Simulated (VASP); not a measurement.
# Se3Br (I4/mmm) in VASP: a series of runs

The runs below take Se3Br through single point, with PBE.

All numbers are computed with VASP 6.6.1; they aren't measurements. Logs are shortened: lines on timing, memory, paths and dates and some standing lists are left out, and cuts for length are marked.

## (1) The cell of the first run

It takes space group I4/mmm (No. 139, tetragonal). The conventional cell has a = 3.802 Å, b = 3.802 Å, c = 16.964 Å, α = 90.00°, β = 90.00°, γ = 90.00°. Within 3.5 Å of Se (site symmetry -4m2) lie 4 Se at 2.69 Å. Within 3.5 Å of Se (site symmetry 4/mmm) lie 4 Br at 2.69 Å. Br (site symmetry 4/mmm) has 4 Se at 2.69 Å within 3.5 Å.

## (2) Single point, PBE

File INCAR:

```
PREC = Accurate
ENCUT = 520
EDIFF = 1E-6
ISMEAR = 0
SIGMA = 0.2
LREAL = F
LASPH = T
NELM = 100
ALGO = Normal
ISIF = 2
LWAVE = F
LCHARG = T
GGA = PE
LELF = T
LVHAR = T
NBANDS = 20
```

File KPOINTS:

```
Automatic mesh
0
Gamma
  8 8 8
```

File POSCAR:

```
Se3Br
1.0
   -1.9012420000      1.9012420000      8.4819000000
    1.9012420000     -1.9012420000      8.4819000000
    1.9012420000      1.9012420000     -8.4819000000
Se Br
3 1
Direct
    0.2500000000      0.7500000000      0.5000000000
    0.7500000000      0.2500000000      0.5000000000
    0.5000000000      0.5000000000      0.0000000000
    0.0000000000      0.0000000000      0.0000000000
```

Potentials or basis: VASP PAW PBE potentials, release 64 (Se, Br).

Started as:

```sh
$ cat potpaw_PBE.64/Se/POTCAR potpaw_PBE.64/Br/POTCAR > POTCAR
$ mpirun -np 1 vasp_std > vasp.out
```

OUTCAR:

```text
PREC = Accurate
   ENCUT = 520
   EDIFF = 1E-6
   ISMEAR = 0
   LREAL = F
   LASPH = T
   NELM = 100
   ISIF = 2
   GGA = PE

 ion  position               nearest neighbor table
   1  0.250  0.750  0.500-   2 2.69   2 2.69   2 2.69   2 2.69
   2  0.750  0.250  0.500-   1 2.69   1 2.69   1 2.69   1 2.69
   3  0.500  0.500  0.000-   4 2.69   4 2.69   4 2.69   4 2.69
   4  0.000  0.000  0.000-   3 2.69   3 2.69   3 2.69   3 2.69

  LATTYP: Found a body centered tetragonal cell.
 ALAT       =     3.8024840000
 C/A-ratio  =     4.4612416515

  Lattice vectors:

 A1 = (  -1.9012420000,   1.9012420000,   8.4819000000)
 A2 = (   1.9012420000,  -1.9012420000,   8.4819000000)
 A3 = (   1.9012420000,   1.9012420000,  -8.4819000000)

Analysis of symmetry for initial positions (statically):
=====================================================================
 Subroutine PRICEL returns:
 Original cell was already a primitive cell.

 Routine SETGRP: Setting up the symmetry group for a
 body centered tetragonal supercell.

 Subroutine GETGRP returns: Found 16 space group operations
 (whereof 16 operations were pure point group operations)
 out of a pool of 16 trial point group operations.

The static configuration has the point symmetry D_4h.

Analysis of symmetry for dynamics (positions and initial velocities):
=====================================================================
 Subroutine PRICEL returns:
 Original cell was already a primitive cell.

 Routine SETGRP: Setting up the symmetry group for a
 body centered tetragonal supercell.

 Subroutine GETGRP returns: Found 16 space group operations
 (whereof 16 operations were pure point group operations)
 out of a pool of 16 trial point group operations.

The dynamic configuration has the point symmetry D_4h.

 Subroutine INISYM returns: Found 16 space group operations
 (whereof 16 operations are pure point group operations),
 and found     1 'primitive' translations

----------------------------------------------------------------------------------------

                                     Primitive cell

  volume of cell :     122.6388

  direct lattice vectors                    reciprocal lattice vectors
    -1.901242000  1.901242000  8.481900000     0.000000000  0.262985985  0.058949056
     1.901242000 -1.901242000  8.481900000     0.262985985  0.000000000  0.058949056
[... 89 lines left out ...]
   EDIFF  = 0.1E-05   stopping-criterion for ELM
   LREAL  =      F    real-space projection
   EDIFFG = 0.1E-04   stopping-criterion for IOM
   NSW    =      0    number of steps for IOM
   IBRION =     -1    ionic relax: 0-MD 1-quasi-New 2-CG
   NFREE  =      0    steps in history (QN), initial steepest desc. (CG)
   ISIF   =      2    stress and relaxation
   ISYM   =      2    0-nonsym 1-usesym 2-fastsym
   POTIM  = 0.5000    time-step for ionic-motion
   TEBEG  =    0.0;   TEEND  =   0.0 temperature during run
   PSTRESS=    0.0 pullay stress
   NELECT =      25.0000    total number of electrons
   NUPDOWN=      -1.0000    fix difference up-down
   EMIN   =  10.00;   EMAX   =-10.00  energy-range for DOS
   EFERMI =   0.00;   METHOD = LEGACY
   ISMEAR =     0;   SIGMA  =   0.20  broadening in eV -4-tet -1-fermi 0-gaus
   EFERMI_NEDOS =   21; number of points for ismear=-14 and -15
   IALGO  =     38    algorithm
   IMIX   =      4    mixing-type and parameters
     AMIX     =   0.40;   BMIX     =  1.00
     AMIX_MAG =   1.60;   BMIX_MAG =  1.00
  volume/ion in A,a.u.               =      30.66       206.90
  Fermi-wavevector in a.u.,A,eV,Ry     =   0.963486  1.820725 12.630367  0.928306
  Thomas-Fermi vector in A             =   2.093036
   LORBIT       =      0    0 simple, 1 ext, 2 COOP (PROOUT), +10 PAW based schemes
   GGA     = PE    functional components
   LHFCALC =     F    Hartree Fock is set to
   AEXX    =    0.0000 exact exchange contribution
   IVDW    =     0    specifies the selected vdW correction
   LEPSILON=     F    determine dielectric tensor
   LRPA    =     F    only Hartree local field effects (RPA)
 non-spin polarized calculation
 Gauss-broadening in eV      SIGMA  =   0.20
  energy-cutoff  :      520.00
  volume of cell :      122.64
 maximum number of plane-waves:      3319
 NGX is ok and might be reduce to    70
   NGX = 33   NGY = 33   NGZ = 33

 number of electron      25.0000002 magnetization

 Free energy of the ion-electron system (eV)
  ---------------------------------------------------
  ext. energy  EPLUGINS =         0.00000000
  ---------------------------------------------------
  free energy    TOTEN  =       -10.98944866 eV

  energy without entropy =      -10.94344303  energy(sigma->0) =      -10.96644585

 E-fermi :   1.5021     XC(G=0):  -8.2167

 val. band max:        1.4870410287   @ k =  -0.1250   0.1250   0.0000
 cond. band min:       1.5237976049   @ k =   0.5000   0.1250   0.0000
 fundamental gap:      0.0367565763
 Fermi energy:         1.5020783159

 k-point     1 :       0.0000    0.0000    0.0000
  band No.  band energies     occupation
      1     -15.3798      2.00000
      2     -13.4617      2.00000
      3      -9.4608      2.00000
      4      -7.9340      2.00000
      5      -3.4928      2.00000
      6      -3.4928      2.00000
[... 541 lines left out ...]
     19       8.6115      0.00000
     20       8.7723      0.00000

 [... further k-points ...]

------------------------ aborting loop because EDIFF is reached ----------------------------------------

  FORCE on cell =-STRESS in cart. coord.  units (eV):
  Direction    XX          YY          ZZ          XY          YZ          ZX
  --------------------------------------------------------------------------------------
  -------------------------------------------------------------------------------------
  Total        0.1694700      0.1694700      0.1204804      0.0000000      0.0000000      0.0000000
  in kB        2.2139886      2.2139886      1.5739792      0.0000000      0.0000000      0.0000000
  external PRESSURE =       2.0006522 kB  Pullay stress =       0.0000000 kB

 VOLUME and BASIS-vectors are now :
 -----------------------------------------------------------------------------
  energy-cutoff  :      520.00
  volume of cell :      122.64
      direct lattice vectors                 reciprocal lattice vectors
    -1.901242000  1.901242000  8.481900000     0.000000000  0.262985985  0.058949056
     1.901242000 -1.901242000  8.481900000     0.262985985  0.000000000  0.058949056
     1.901242000  1.901242000 -8.481900000     0.262985985  0.262985985  0.000000000

 POSITION                                       TOTAL-FORCE (eV/Angst)
 -----------------------------------------------------------------------------------
      1.90124     -0.00000      4.24095        -0.000000      0.000000     -0.000000
     -0.00000      1.90124      4.24095         0.000000      0.000000      0.000000
      0.00000      0.00000      8.48190         0.000000     -0.000000     -0.000000
      0.00000      0.00000      0.00000         0.000000     -0.000000     -0.000000
 -----------------------------------------------------------------------------------
    total drift:                               -0.000000     -0.000000     -0.000000

  FREE ENERGIE OF THE ION-ELECTRON SYSTEM (eV)
  ---------------------------------------------------
  free  energy   TOTEN  =       -10.9894486604 eV

  energy  without entropy=      -10.9434430350  energy(sigma->0) =      -10.96644585
```

Wall time 5 min (1 thread of Intel Xeon 6975P-C (Granite Rapids), shared host); peak memory 0.71 GiB.

What came out:

```yaml
Free_energy: -10.9894 eV
Pressure: 0.2 GPa
Band_gap_on_the_k_mesh: zero (an odd number of electrons rules out a gap without spin polarisation)
```

Levels at points of the mesh, in eV from the Fermi level:
```tsv
k point	band 9	band 10	band 11	band 12	band 13	band 14	band 15	band 16
(0.00, 0.00, 0.00)	-3.86	-3.17	0.33	1.23	2.41	2.41	3.72	3.72
(0.50, 0.00, 0.00)	-1.53	-1.49	-1.47	-1.38	-1.37	-1.11	-0.83	-0.81
(0.50, 0.50, 0.00)	-2.82	-0.99	-0.96	-0.84	3.83	3.83	5.48	5.48
(0.50, 0.50, 0.50)	-3.86	-3.51	0.30	1.24	2.41	2.41	3.71	3.71
```

Caveat: an odd number of electrons without spin polarisation forces a metal; a magnetic or distorted state may lie lower.

## (3) Single point, PBE

File INCAR:

```
ALGO = Normal ; EDIFF = 1E-6
ENCUT = 520 ; GGA = PE
ISIF = 2 ; ISMEAR = 0
LASPH = T ; LCHARG = T
LELF = T ; LREAL = F
LVHAR = T ; LWAVE = F
NBANDS = 20 ; NELM = 60
PREC = Accurate ; SIGMA = 0.4
```

File KPOINTS:

```
k-points
0
Gamma
  8 8 8
```

POSCAR is that of step 2.

Potentials or basis: VASP PAW PBE potentials, release 64 (Se, Br).

Started as:

```sh
$ cat potpaw_PBE.64/Se/POTCAR potpaw_PBE.64/Br/POTCAR > POTCAR
$ mpirun -np 1 vasp_std > vasp.out
```

Wall time 5.3 min (1 thread of Intel Xeon 6975P-C (Granite Rapids), shared host); peak memory 0.71 GiB.

It converged, with:

```
Free energy            : -11.0626 eV
Pressure               : 0.3 GPa
Band gap on the k mesh : zero (an odd number of electrons rules out a gap without spin polarisation)
```

Stress tensor (GPa, compression positive):
```
0.44 0.00 0.00
0.00 0.44 0.00
0.00 0.00 0.14
```

Levels at points of the mesh, in eV from the Fermi level:
```tsv
k point	band 8	band 9	band 10	band 11	band 12	band 13	band 14	band 15	band 16	band 17
(0.00, 0.00, 0.00)	-3.89	-3.89	-3.18	0.33	1.22	2.42	2.42	3.68	3.68	4.04
(0.50, 0.00, 0.00)	-1.84	-1.52	-1.49	-1.49	-1.41	-1.40	-1.12	-0.86	-0.84	6.86
(0.50, 0.50, 0.00)	-6.12	-2.82	-1.00	-0.98	-0.84	3.84	3.85	5.45	5.45	5.66
(0.50, 0.50, 0.50)	-3.89	-3.89	-3.53	0.31	1.23	2.42	2.42	3.68	3.68	4.39
```

Caveat: so wide a smearing shifts energies and pressures; an odd number of electrons without spin polarisation forces a metal; a magnetic or distorted state may lie lower.

## (4) Single point, PBE

File INCAR:

```
PREC     = Accurate       # precision mode
ENCUT    = 520            # plane-wave cutoff, eV
EDIFF    = 1E-6           # SCF threshold, eV
ISMEAR   = 0              # smearing method
SIGMA    = 0.1            # smearing width, eV
LREAL    = False          # projectors in reciprocal space
LASPH    = True           # aspherical terms in the spheres
NELM     = 60             # most SCF steps
ALGO     = Normal         # electronic algorithm
ISIF     = 2              # what is computed and relaxed
LWAVE    = False          # write WAVECAR
LCHARG   = False          # write CHGCAR
GGA      = PE             # functional
NBANDS   = 20             # bands
```

File KPOINTS:

```
Automatic mesh
0
Gamma
  12 12 12
```

POSCAR is that of step 3.

Started as:

```sh
$ cat potpaw_PBE.64/Se/POTCAR potpaw_PBE.64/Br/POTCAR > POTCAR
$ mpirun -np 1 vasp_std > vasp.out
```

It took 12 min on 1 thread of Intel Xeon 6975P-C (Granite Rapids), shared host; peak memory 0.9 GiB.

The run converged. Its results:

```yaml
Free_energy: -10.9701 eV
Pressure: 0.2 GPa
Band_gap_on_the_k_mesh: zero (an odd number of electrons rules out a gap without spin polarisation)
```

Levels at points of the mesh, in eV from the Fermi level:
| k point | band 10 | band 11 | band 12 | band 13 | band 14 | band 15 |
| --- | --- | --- | --- | --- | --- | --- |
| (0.00, 0.00, 0.00) | -3.22 | 0.37 | 1.16 | 2.47 | 2.47 | 3.58 |
| (0.50, 0.00, 0.00) | -1.52 | -1.51 | -1.47 | -1.42 | -1.13 | -0.95 |
| (0.50, 0.50, 0.00) | -1.06 | -1.04 | -0.80 | 3.89 | 3.89 | 5.36 |
| (0.50, 0.50, 0.50) | -3.58 | 0.35 | 1.17 | 2.47 | 2.47 | 3.58 |

Caveat: an odd number of electrons without spin polarisation forces a metal; a magnetic or distorted state may lie lower.

## (5) The runs side by side

| k mesh | smearing | gap on the mesh (eV) | pressure (GPa) |
| --- | --- | --- | --- |
| 8 × 8 × 8 | gaussian 0.2 eV | none | 0.2 |
| 8 × 8 × 8 | gaussian 0.4 eV | none | 0.3 |
| 12 × 12 × 12 | gaussian 0.1 eV | none | 0.2 |

Alike in all rows: task single point; level PBE; potentials or basis VASP PAW PBE potentials, release 64 (Se, Br); no spin polarisation; cell as given; cutoff (eV) 520.

Caveats: an odd number of electrons without spin polarisation forces a metal; a magnetic or distorted state may lie lower; so wide a smearing shifts energies and pressures (at least some runs).

Absolute energies hang on the potentials; compare differences alone.
